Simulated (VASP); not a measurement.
Wanted: the native input for a VASP 6.6.1 run.

| Property | Result |
| --- | --- |
| Task | single point |
| Functional | PBE |
| Potentials or basis | VASP PAW PBE potentials, release 64 (Gd, N) |
| Cutoff | 520 eV |
| k mesh | 12 × 12 × 12 |
| Occupations | gaussian, width 0.05 eV |
| Spin | non-collinear spin, typed start, spin-orbit coupling |
| Starting moments | [[0.0, 0.0, 7.0], [0.0, 0.0, 0.0]] μB |
| Dipole correction | no |
| Further INCAR settings | ALGO = Normal; EDIFF = 1e-07; NBANDS = 35 |

The structure of GdN lies in POSCAR:

```
GdN
1.0
    0.0000000000      2.4907467938      2.4907467938
    2.4907467938      0.0000000000      2.4907467938
    2.4907467938      2.4907467938      0.0000000000
Gd N
1 1
Direct
    0.5000000000      0.5000000000      0.5000000000
    0.0000000000      0.0000000000      0.0000000000
```

The input as run:

INCAR

```
SYSTEM = GdN
ALGO     = Normal         ! electronic algorithm
EDIFF    = 1E-7           ! SCF threshold, eV
ENCUT    = 520            ! plane-wave cutoff, eV
GGA      = PE             ! functional
GGA_COMPAT= .FALSE.      
ISIF     = 2              ! what is computed and relaxed
ISMEAR   = 0              ! smearing method
LASPH    = .TRUE.         ! aspherical terms in the spheres
LCHARG   = .FALSE.        ! write CHGCAR
LMAXMIX  = 6              ! l up to which the mixer works
LORBIT   = 11             ! projections on sites
LORBMOM  = .TRUE.       
LREAL    = .FALSE.        ! projectors in reciprocal space
LSORBIT  = .TRUE.         ! spin-orbit coupling
LWAVE    = .FALSE.        ! write WAVECAR
MAGMOM   = 0 0 7 0 0 0    ! initial moments
NBANDS   = 35             ! bands
NELM     = 150            ! most SCF steps
PREC     = Accurate       ! precision mode
SIGMA    = 0.05           ! smearing width, eV
```

KPOINTS

```
k-points
0
G
  12 12 12
  0 0 0
```

Potentials or basis: VASP PAW PBE potentials, release 64 (Gd, N).

Command:

```sh
$ cat potpaw_PBE.64/Gd/POTCAR potpaw_PBE.64/N/POTCAR > POTCAR
$ mpirun -np 1 vasp_ncl > vasp.out
```

Results of the run:

The pressure is 0.3 GPa, the net moment is 6.96 μB per cell and the valence electrons inside the program's atomic spheres are Gd 15.25; N 3.63.

Caveat: a cell with one magnetic atom can't hold antiferromagnetic order, which such compounds often take.

Run time: 41 min on 1 thread of Intel(R) Xeon(R) 6975P-C (Granite Rapids) (shared host), peak memory 0.59 GiB.
